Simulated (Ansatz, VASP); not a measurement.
MoS2: VASP beside Ansatz

Contents of INCAR:

```
SYSTEM = MoS2
  PREC = Accurate
  ENCUT = 520
  EDIFF = 1E-6
  ISMEAR = 0
  SIGMA = 0.05
  LREAL = .False.
  LASPH = .True.
  NELM = 100
  ALGO = Normal
  ISIF = 2
  LWAVE = .False.
  LCHARG = .False.
  LDIPOL = .True.
  IDIPOL = 3
  DIPOL = 0.5 0.5 0.500
  GGA = PE
  IVDW = 12
  NBANDS = 20
```

File KPOINTS:

```
Automatic mesh
0
Gamma
  30 30 1
  0 0 0
```

Contents of POSCAR:

```
MoS2
1.0
    3.1368412807      0.0000000029      0.0000000000
   -1.5684206428      2.7165842353      0.0000000000
    0.0000000000      0.0000000000     20.2166609143
S Mo
2 1
Direct
    0.0000000000      0.0000000000      0.4206191094
    0.3333333333      0.6666666667      0.5793808923
    0.6666666667      0.3333333333      0.4999999979
```

Input for Ansatz:

```yaml
crystal:
  lattice:
    - [3.1368412807, 2.9e-09, 0.0]
    - [-1.5684206428, 2.7165842353, 0.0]
    - [0.0, 0.0, 20.2166609143]
  atoms:
    - { symbol: S, position: [0.0, 0.0, 0.4206191094] }
    - { symbol: Mo, position: [0.6666666667, 0.3333333333, 0.4999999979] }
    - { symbol: S, position: [0.3333333333, 0.6666666667, 0.5793808923] }
basis:
  ecutwfc: 420.0
  fft_grid_basis: typed
kpoints:
  mp_grid: { grid: [30, 30, 1] }
hamiltonian:
  xc: pbe
  dispersion: d3bj
scf:
  occupations: { method: gaussian, width: 0.05 }
output:
  forces: true
  eigenvalues: true
  band_densities:
    - { e_range: [-2.0, -1.0] }
    - { e_range: [-1.0, -0.5] }
    - { e_range: [-0.5, -0.25] }
    - { e_range: [-0.25, 0.0] }
    - { e_range: [0.0, 0.25] }
    - { e_range: [0.25, 0.5] }
    - { e_range: [0.5, 1.0] }
    - { e_range: [1.0, 1.5] }
  band_residual_tolerance: 1.0e-05
  write_potential: true
  elf: true
  write_density: true
  volumetric_format: npy
efield:
  axis: 3
  dipole_correction: true
  ramp_width: 0.04
checkpoint:
  read: start.run
  write: ck
  compress: false
  write_wavefunctions: false
  write_every: 100000
```

Alike in both runs: task single point; functional PBE; dispersion D3(BJ); k mesh 30 × 30 × 1; occupations gaussian, width 0.05 eV; no spin polarisation.

```csv
,VASP,Ansatz
version,VASP 6.6.1,Ansatz 0.2.0
potentials or method,"VASP PAW PBE potentials, release 64 (S, Mo_sv), cutoff 520 eV","scalar-relativistic, plane waves, PAW"
valence electrons in the cell,26,26
```

```csv
,VASP,Ansatz,Ansatz less VASP
gap on the k mesh at the Fermi level (eV),none,none,-
rms of the force components (eV/Å),0.016,0.021,+0.0049
```

A gap of «none» marks a metal or a gap that the smearing closes. Ansatz's warnings: xc potential rough in thin density.
